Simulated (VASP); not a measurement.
TaCo3, 4 atoms in the cell. It takes space group Pm-3m (No. 221, cubic). The conventional cell has a = 3.670 Å, b = 3.670 Å, c = 3.670 Å, α = 90.00°, β = 90.00°, γ = 90.00°. Within 3.4 Å of Ta (site symmetry m-3m) lie 12 Co at 2.60 Å. Within 3.4 Å of Co (site symmetry 4/mmm) lie 4 Ta at 2.60 Å and 8 Co at 2.60 Å. 

* Program: VASP 6.6.1
* Task: single point
* Functional: LDA
* Potentials or basis: VASP PAW LDA potentials, release 64 (Ta_pv, Co)
* Cutoff: 520 eV
* k mesh: 9 × 9 × 9
* Occupations: fermi-dirac, width 0.08 eV
* Spin: collinear spin, ferromagnetic start
* Starting moments: [0.0, 0.4, 0.4, 0.4] μB
* Fixed moment: 1.2 μB
* Dipole correction: no
* Further INCAR settings: ALGO = Normal; EDIFF = 1e-07; NBANDS = 31

Potentials or basis: VASP PAW LDA potentials, release 64 (Ta_pv, Co).

Command:

```console
$ cat potpaw_LDA.64/Ta_pv/POTCAR potpaw_LDA.64/Co/POTCAR > POTCAR
$ mpirun -np 1 vasp_std > vasp.out
```

Hardware: 1 thread of Intel(R) Xeon(R) Platinum 8259CL CPU @ 2.50GHz (Skylake/Cascade Lake) (shared host).

**Question.** How long does it take, and how much memory?

**Answer.** Run time: 90 s on 1 thread of Intel(R) Xeon(R) Platinum 8259CL CPU @ 2.50GHz (Skylake/Cascade Lake), with other jobs on the host, peak memory 0.2 GiB. Counts: scf iterations 16, k points 35.
